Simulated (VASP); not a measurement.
Write the native input for VASP 6.6.1 that does the following.

```yaml
Task: relaxation of cell and atoms
Functional: PBEsol
Potentials_or_basis: VASP PAW PBE potentials, release 64 (Mg, Se)
Cutoff: 600 eV
k_mesh: 8 × 8 × 8
Occupations: fermi-dirac, width 0.02 eV
Spin: no spin polarisation
Dipole_correction: no
Further_INCAR_settings: ALGO = Normal; EDIFF = 1e-07; IBRION = 2; EDIFFG = -0.005; NSW = 80; ISIF = 3
```

The structure of MgSe lies in POSCAR:

```
MgSe
1.0
    0.0000000000      2.7544736808      2.7544736808
    2.7544736808      0.0000000000      2.7544736808
    2.7544736808      2.7544736808      0.0000000000
Mg Se
1 1
Direct
    0.0000000000      0.0000000000      0.0000000000
    0.5000000000      0.5000000000      0.5000000000
```

The input as run:

INCAR

```
SYSTEM = MgSe
PREC = Accurate
ENCUT = 600
EDIFF = 1E-7
ISMEAR = -1
SIGMA = 0.02
LREAL = .FALSE.
LASPH = .TRUE.
NELM = 120
ALGO = Normal
ISIF = 3
LWAVE = .FALSE.
LCHARG = .FALSE.
GGA = PS
IBRION = 2
NSW = 80
EDIFFG = -0.005
GGA_COMPAT = .FALSE.
NELMIN = 4
```

KPOINTS

```
Automatic mesh
0
G
  8 8 8
  0 0 0
```

Potentials or basis: VASP PAW PBE potentials, release 64 (Mg, Se).

The run is started by

```console
$ cat potpaw_PBE.64/Mg/POTCAR potpaw_PBE.64/Se/POTCAR > POTCAR
$ mpirun -np 1 vasp_std > vasp.out
```

It gave:

```
Relaxed volume                        : 20.21 Å³/atom
Relaxed cell                          : a = 3.852 Å, b = 3.852 Å, c = 3.852 Å, α = 60.00°, β = 60.00°, γ = 60.00°
Space group after relaxing (to 0.1 Å) : Fm-3m (No. 225)
Energy gained by relaxing             : 4.5 meV/atom
Ionic steps                           : 3
Pressure after relaxing               : 0.0 GPa
Band gap on the k mesh                : 1.76 eV (least direct gap 2.51 eV)
```

Caveat: the PAW data sets were made with another functional, which shifts forces and pressure a little.

It used 65 s of CPU time on 1 thread of Intel Xeon 8259CL, with other jobs on the host.
